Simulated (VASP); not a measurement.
Write the native input for VASP 6.6.1 that does the following.

- Task: relaxation of cell and atoms
- Functional: r2SCAN
- Potentials or basis: VASP PAW PBE potentials, release 64 (Sn_d, O)
- Cutoff: 600 eV
- k mesh: 8 × 8 × 7
- Occupations: fermi-dirac, width 0.1 eV
- Spin: no spin polarisation
- Dipole correction: no
- Further INCAR settings: ALGO = Normal; EDIFF = 1e-06; IBRION = 2; EDIFFG = -0.01; NSW = 80; ISIF = 3

The system is SnO.

```
CELL_PARAMETERS angstrom
3.79860 0.00000 0.00000
0.00000 3.79860 0.00000
0.00000 0.00000 4.84080
ATOMIC_POSITIONS crystal
Sn 0.50000 0.00000 0.23690
Sn 0.00000 0.50000 0.76310
O 0.00000 0.00000 0.00000
O 0.50000 0.50000 0.00000
```

One way to write it, as run:

POSCAR

```
SnO
1.0
    3.7986000000      0.0000000000      0.0000000000
    0.0000000000      3.7986000000      0.0000000000
    0.0000000000      0.0000000000      4.8408000000
Sn O
2 2
Direct
    0.5000000000      0.0000000000      0.2369000000
    0.0000000000      0.5000000000      0.7631000000
    0.0000000000      0.0000000000      0.0000000000
    0.5000000000      0.5000000000      0.0000000000
```

INCAR.step1

```
PREC = Accurate
ENCUT = 600
ISMEAR = -1
SIGMA = 0.1
LREAL = False
LASPH = True
NELM = 100
GGA = PE
ALGO = Normal
EDIFF = 1E-4
LWAVE = True
LCHARG = False
KPAR = 4
```

INCAR.step2

```
PREC = Accurate
ENCUT = 600
EDIFF = 1E-6
ISMEAR = -1
SIGMA = 0.1
LREAL = False
LASPH = True
NELM = 100
ALGO = Normal
ISIF = 3
LWAVE = False
LCHARG = False
METAGGA = R2SCAN
LMIXTAU = True
IBRION = 2
NSW = 80
EDIFFG = -0.01
ISTART = 1
KPAR = 4
```

KPOINTS

```
Automatic mesh
0
Gamma
  8 8 7
```

Potentials or basis: VASP PAW PBE potentials, release 64 (Sn_d, O).

Command:

```console
$ cat potpaw_PBE.64/Sn_d/POTCAR potpaw_PBE.64/O/POTCAR > POTCAR
$ cp INCAR.step1 INCAR
$ mpirun -np 4 vasp_std > vasp.out
$ cp INCAR.step2 INCAR
$ mpirun -np 4 vasp_std > vasp.out
```

Results of the run:

| Quantity | Value |
| --- | --- |
| Relaxed volume | 17.76 Å³/atom |
| Relaxed cell | a = 3.812 Å, b = 3.812 Å, c = 4.888 Å, α = 90.00°, β = 90.00°, γ = 90.00° |
| Space group after relaxing (to 0.1 Å) | P4/nmm (No. 129) |
| Energy gained by relaxing | 0.8 meV/atom |
| Ionic steps | 9 |
| Pressure after relaxing | 0.0 GPa |
| Band gap on the k mesh | 0.27 eV (least direct gap 2.35 eV) |

Caveat: semilocal functionals underestimate gaps, and a narrow one can read as zero; the PAW data sets were made with another functional, which shifts forces and pressure a little; spin-orbit coupling is left out, which moves the levels of the heavy elements.

Run time: 8.3 min on 4 MPI ranks on Intel(R) Xeon(R) Platinum 8488C (Sapphire Rapids), with other jobs on the host, peak memory 0.26 GiB a rank.
